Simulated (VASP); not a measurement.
# CuI (F-43m) in VASP: a series of runs, part 2 of 2

VASP 6.6.1. Earlier steps stand in the parts before.

### 4 Single point, PBE

This run uses another cell than the first one, of 27.86 Å³/atom.

The input, INCAR:

```
SYSTEM = CuI
ALGO     = Normal         ! electronic algorithm
EDIFF    = 1E-6           ! SCF threshold, eV
ENCUT    = 520            ! plane-wave cutoff, eV
GGA      = PE             ! functional
ISIF     = 2              ! what is computed and relaxed
ISMEAR   = -1             ! smearing method
LASPH    = .TRUE.         ! aspherical terms in the spheres
LCHARG   = .FALSE.        ! write CHGCAR
LREAL    = .FALSE.        ! projectors in reciprocal space
LWAVE    = .FALSE.        ! write WAVECAR
NBANDS   = 16             ! bands
NELM     = 60             ! most SCF steps
PREC     = Accurate       ! precision mode
SIGMA    = 0.03           ! smearing width, eV
```

The input, KPOINTS:

```
k-points
0
G
  9 9 9
  0 0 0
```

The input, POSCAR:

```
CuI
1.0
    0.0000000000      3.0315000000      3.0315000000
    3.0315000000      0.0000000000      3.0315000000
    3.0315000000      3.0315000000      0.0000000000
Cu I
1 1
Direct
    0.7500000000      0.7500000000      0.7500000000
    0.0000000000      0.0000000000      0.0000000000
```

Potentials or basis: VASP PAW PBE potentials, release 64 (Cu, I).

Run with:

```
$ cat potpaw_PBE.64/Cu/POTCAR potpaw_PBE.64/I/POTCAR > POTCAR
$ mpirun -np 1 vasp_std > vasp.out
```

OUTCAR:

```text
SYSTEM = CuI
   EDIFF = 1E-6
   ENCUT = 520
   GGA = PE
   ISIF = 2
   ISMEAR = -1
   LASPH = .TRUE.
   LREAL = .FALSE.
   NELM = 60
   PREC = Accurate

 ion  position               nearest neighbor table
   1  0.750  0.750  0.750-   2 2.63   2 2.63   2 2.63   2 2.63
   2  0.000  0.000  0.000-   1 2.63   1 2.63   1 2.63   1 2.63

  LATTYP: Found a face centered cubic cell.
 ALAT       =     6.0630000000

  Lattice vectors:

 A1 = (   0.0000000000,   3.0315000000,   3.0315000000)
 A2 = (   3.0315000000,   0.0000000000,   3.0315000000)
 A3 = (   3.0315000000,   3.0315000000,   0.0000000000)

Analysis of symmetry for initial positions (statically):
=====================================================================
 Subroutine PRICEL returns:
 Original cell was already a primitive cell.

 Routine SETGRP: Setting up the symmetry group for a
 face centered cubic supercell.

 Subroutine GETGRP returns: Found 24 space group operations
 (whereof 24 operations were pure point group operations)
 out of a pool of 48 trial point group operations.

The static configuration has the point symmetry T_d .

Analysis of symmetry for dynamics (positions and initial velocities):
=====================================================================
 Subroutine PRICEL returns:
 Original cell was already a primitive cell.

 Routine SETGRP: Setting up the symmetry group for a
 face centered cubic supercell.

 Subroutine GETGRP returns: Found 24 space group operations
 (whereof 24 operations were pure point group operations)
 out of a pool of 48 trial point group operations.

The dynamic configuration has the point symmetry T_d .

 Subroutine INISYM returns: Found 24 space group operations
 (whereof 24 operations are pure point group operations),
 and found     1 'primitive' translations

----------------------------------------------------------------------------------------

                                     Primitive cell

  volume of cell :      55.7189

  direct lattice vectors                    reciprocal lattice vectors
     0.000000000  3.031500000  3.031500000    -0.164934851  0.164934851  0.164934851
     3.031500000  0.000000000  3.031500000     0.164934851 -0.164934851  0.164934851
     3.031500000  3.031500000  0.000000000     0.164934851  0.164934851 -0.164934851

  length of vectors
     4.287188414  4.287188414  4.287188414     0.285675541  0.285675541  0.285675541

  position of ions in fractional coordinates (direct lattice)
     0.750000000  0.750000000  0.750000000
     0.000000000  0.000000000  0.000000000

  ion indices of the primitive-cell ions
   primitive index   ion index
                 1           1
                 2           2

----------------------------------------------------------------------------------------

 KPOINTS: k-points

Automatic generation of k-mesh.
 Grid dimensions read from file:
 generate k-points for:    9    9    9

 Generating k-lattice:

  Cartesian coordinates                     Fractional coordinates (reciprocal lattice)
    -0.018326095  0.018326095  0.018326095     0.111111111  0.000000000  0.000000000
     0.018326095 -0.018326095  0.018326095     0.000000000  0.111111111  0.000000000
     0.018326095  0.018326095 -0.018326095     0.000000000  0.000000000  0.111111111

  Length of vectors
     0.031741727  0.031741727  0.031741727

  Shift w.r.t. Gamma in fractional coordinates (k-lattice)
     0.000000000  0.000000000  0.000000000

 Subroutine IBZKPT returns following result:
 ===========================================

 Found     35 irreducible k-points:

 Following reciprocal coordinates:
            Coordinates               Weight
  0.000000  0.000000  0.000000      1.000000
  0.111111  0.000000  0.000000      8.000000
  0.222222  0.000000  0.000000      8.000000
  0.333333  0.000000  0.000000      8.000000
  0.444444  0.000000  0.000000      8.000000
  0.111111  0.111111  0.000000      6.000000
[... 16 lines left out ...]
 -0.333333  0.333333  0.000000     12.000000
  0.444444  0.444444  0.000000      6.000000
 [... further k-points ...]
   k-points           NKPTS =     35   k-points in BZ     NKDIM =     35   number of bands    NBANDS=     16
   number of dos      NEDOS =    301   number of ions     NIONS =      2
   total plane-waves  NPLWV =  32768
   dimension x,y,z NGX =    32 NGY =   32 NGZ =   32
   dimension x,y,z NGXF=    64 NGYF=   64 NGZF=   64
   ions per type =               1   1
   NGX,Y,Z   is equivalent  to a cutoff of  12.41, 12.41, 12.41 a.u.
   NGXF,Y,Z  is equivalent  to a cutoff of  24.82, 24.82, 24.82 a.u.
 SYSTEM =  CuI
   PREC   = accura    normal or accurate (medium, high low for compatibility)
   ISTART =      0    job   : 0-new  1-cont  2-samecut
   ICHARG =      2    charge: 1-file 2-atom 10-const
   ISPIN  =      1    spin polarized calculation?
   LNONCOLLINEAR =      F non collinear calculations
   LSORBIT =      F    spin-orbit coupling
   LASPH  =      T    aspherical Exc in radial PAW
   ENCUT  =  520.0 eV  38.22 Ry    6.18 a.u.   7.97  7.97  7.97*2*pi/ulx,y,z
   NELM   =     60;   NELMIN=  2; NELMDL= -5     # of ELM steps
   EDIFF  = 0.1E-05   stopping-criterion for ELM
   LREAL  =      F    real-space projection
   EDIFFG = 0.1E-04   stopping-criterion for IOM
   NSW    =      0    number of steps for IOM
   IBRION =     -1    ionic relax: 0-MD 1-quasi-New 2-CG
   NFREE  =      0    steps in history (QN), initial steepest desc. (CG)
   ISIF   =      2    stress and relaxation
   ISYM   =      2    0-nonsym 1-usesym 2-fastsym
   POTIM  = 0.5000    time-step for ionic-motion
   TEBEG  =    0.0;   TEEND  =   0.0 temperature during run
   PSTRESS=    0.0 pullay stress
   NELECT =      18.0000    total number of electrons
   NUPDOWN=      -1.0000    fix difference up-down
   EMIN   =  10.00;   EMAX   =-10.00  energy-range for DOS
   EFERMI =   0.00;   METHOD = LEGACY
   ISMEAR =    -1;   SIGMA  =   0.03  broadening in eV -4-tet -1-fermi 0-gaus
   EFERMI_NEDOS =   21; number of points for ismear=-14 and -15
   IALGO  =     38    algorithm
   IMIX   =      4    mixing-type and parameters
     AMIX     =   0.40;   BMIX     =  1.00
     AMIX_MAG =   1.60;   BMIX_MAG =  1.00
  volume/ion in A,a.u.               =      27.86       188.00
  Fermi-wavevector in a.u.,A,eV,Ry     =   1.123306  2.122741 17.168055  1.261816
  Thomas-Fermi vector in A             =   2.259971
   LORBIT       =      0    0 simple, 1 ext, 2 COOP (PROOUT), +10 PAW based schemes
   GGA     = PE    functional components
   LHFCALC =     F    Hartree Fock is set to
   AEXX    =    0.0000 exact exchange contribution
   IVDW    =     0    specifies the selected vdW correction
   LEPSILON=     F    determine dielectric tensor
   LRPA    =     F    only Hartree local field effects (RPA)
 non-spin polarized calculation
  energy-cutoff  :      520.00
  volume of cell :       55.72
 maximum number of plane-waves:      1516
   NGX = 15   NGY = 15   NGZ = 15

 number of electron      18.0000014 magnetization

 Free energy of the ion-electron system (eV)
  ---------------------------------------------------
  ext. energy  EPLUGINS =         0.00000000
  ---------------------------------------------------
  free energy    TOTEN  =        -5.56215856 eV

  energy without entropy =       -5.56215856  energy(sigma->0) =       -5.56215856

 E-fermi :   5.0155     XC(G=0):  -8.9371

 val. band max:        4.4299015974   @ k =   0.0000   0.0000   0.0000
 cond. band min:       5.5734980124   @ k =   0.0000   0.0000   0.0000
 fundamental gap:      1.1435964150
 Fermi energy:         5.0155384035

 k-point     1 :       0.0000    0.0000    0.0000
  band No.  band energies     occupation
      1      -9.5802      2.00000
      2       0.7916      2.00000
      3       0.7916      2.00000
      4       0.7916      2.00000
      5       2.5793      2.00000
      6       2.5793      2.00000
[... 8 lines left out ...]
     15      14.0074      0.00000
     16      14.0074      0.00000

 k-point     2 :       0.1111    0.0000    0.0000
  band No.  band energies     occupation
      1      -9.5226      2.00000
      2       0.5553      2.00000
      3       0.7961      2.00000
      4       0.7961      2.00000
      5       2.5743      2.00000
      6       2.5743      2.00000
[... 8 lines left out ...]
     15      13.4303      0.00000
     16      13.4303      0.00000
[... 387 lines left out ...]
      5       2.4621      2.00000
      6       2.5783      2.00000
[... 8 lines left out ...]
     15      13.7438      0.00000
     16      17.7090      0.00000

 k-point    24 :       0.4444    0.4444    0.0000
  band No.  band energies     occupation
      1      -8.8672      2.00000
      2      -1.0855      2.00000
      3       0.6857      2.00000
      4       0.6857      2.00000
      5       2.5078      2.00000
      6       2.6635      2.00000
[... 8 lines left out ...]
     15      15.5979      0.00000
     16      16.8780      0.00000

 [... further k-points ...]
[... 5 lines left out ...]
  --------------------------------------------------------------------------------------
  -------------------------------------------------------------------------------------
  Total        0.1155064      0.1155064      0.1155064      0.0000000      0.0000000     -0.0000000
  in kB        3.3213456      3.3213456      3.3213456      0.0000000      0.0000000     -0.0000000
  external PRESSURE =       3.3213456 kB  Pullay stress =       0.0000000 kB

 VOLUME and BASIS-vectors are now :
 -----------------------------------------------------------------------------
  energy-cutoff  :      520.00
  volume of cell :       55.72
      direct lattice vectors                 reciprocal lattice vectors
     0.000000000  3.031500000  3.031500000    -0.164934851  0.164934851  0.164934851
     3.031500000  0.000000000  3.031500000     0.164934851 -0.164934851  0.164934851
     3.031500000  3.031500000  0.000000000     0.164934851  0.164934851 -0.164934851

 POSITION                                       TOTAL-FORCE (eV/Angst)
 -----------------------------------------------------------------------------------
      4.54725      4.54725      4.54725        -0.000000     -0.000000     -0.000000
      0.00000      0.00000      0.00000         0.000000      0.000000      0.000000
 -----------------------------------------------------------------------------------
    total drift:                               -0.000001     -0.000001     -0.000001

  FREE ENERGIE OF THE ION-ELECTRON SYSTEM (eV)
  ---------------------------------------------------
  free  energy   TOTEN  =        -5.5621585639 eV

  energy  without entropy=       -5.5621585639  energy(sigma->0) =       -5.56215856
```

Wall time 20 s (1 thread of Intel Xeon Platinum 8375C at 2.90GHz (Ice Lake), shared host); peak memory 0.19 GiB.

Results:

```
Free energy            : -5.5622 eV
Pressure               : 0.3 GPa
Band gap on the k mesh : 1.14 eV
```

Levels at points of the mesh, in eV from the valence-band top:
| k point | band 6 | band 7 | band 8 | band 9 | band 10 | band 11 | band 12 | band 13 |
| --- | --- | --- | --- | --- | --- | --- | --- | --- |
| (0.00, 0.00, 0.00) | -1.85 | 0.00 | 0.00 | 0.00 | 1.14 | 4.87 | 4.87 | 4.87 |

Caveat: spin-orbit coupling is left out, which moves the levels of the heavy elements.

### 5 Single point, PBE (28.42 Å³/atom)

This run uses another cell than the first one, of 28.42 Å³/atom.

The input, INCAR:

```
PREC = Accurate
ENCUT = 520
EDIFF = 1E-6
ISMEAR = -1
SIGMA = 0.03
LREAL = False
LASPH = True
NELM = 100
ALGO = Normal
ISIF = 2
LWAVE = False
LCHARG = False
GGA = PE
NBANDS = 16
```

The input, KPOINTS:

```
regular mesh
0
Gamma
  9 9 9
```

The input, POSCAR:

```
CuI
1.0
    0.0000000000      3.0515767440      3.0515767440
    3.0515767440      0.0000000000      3.0515767440
    3.0515767440      3.0515767440      0.0000000000
Cu I
1 1
Direct
    0.7500000000      0.7500000000      0.7500000000
    0.0000000000      0.0000000000      0.0000000000
```

Run with:

```
$ cat potpaw_PBE.64/Cu/POTCAR potpaw_PBE.64/I/POTCAR > POTCAR
$ mpirun -np 1 vasp_std > vasp.out
```

Wall time 18 s (1 thread of Intel Xeon Platinum 8375C at 2.90GHz (Ice Lake), shared host); peak memory 0.19 GiB.

The run converged. Its results:

```yaml
Free_energy: -5.5620 eV
Pressure: -0.3 GPa
Band_gap_on_the_k_mesh: 1.09 eV
```

Levels at points of the mesh, in eV from the valence-band top:
| k point | band 6 | band 7 | band 8 | band 9 | band 10 | band 11 | band 12 | band 13 |
| --- | --- | --- | --- | --- | --- | --- | --- | --- |
| (0.00, 0.00, 0.00) | -1.77 | 0.00 | 0.00 | 0.00 | 1.09 | 4.89 | 4.89 | 4.89 |

Caveat: spin-orbit coupling is left out, which moves the levels of the heavy elements.

### 6 Summary

| cell | gap on the mesh (eV) | pressure (GPa) |
| --- | --- | --- |
| a = 4.229 Å, angles 60.0°, 2 atoms | 1.26 | 2.2 |
| a = 4.258 Å, angles 60.0°, 2 atoms | 1.20 | 1.2 |
| a = 4.287 Å, angles 60.0°, 2 atoms | 1.14 | 0.3 |
| a = 4.316 Å, angles 60.0°, 2 atoms | 1.09 | -0.3 |

Alike in all rows: task single point; level PBE; potentials or basis VASP PAW PBE potentials, release 64 (Cu, I); no spin polarisation; k mesh 9 × 9 × 9; cutoff (eV) 520; smearing fermi-dirac 0.03 eV.

Caveats: spin-orbit coupling is left out, which moves the levels of the heavy elements.

Absolute energies hang on the potentials; compare differences alone.
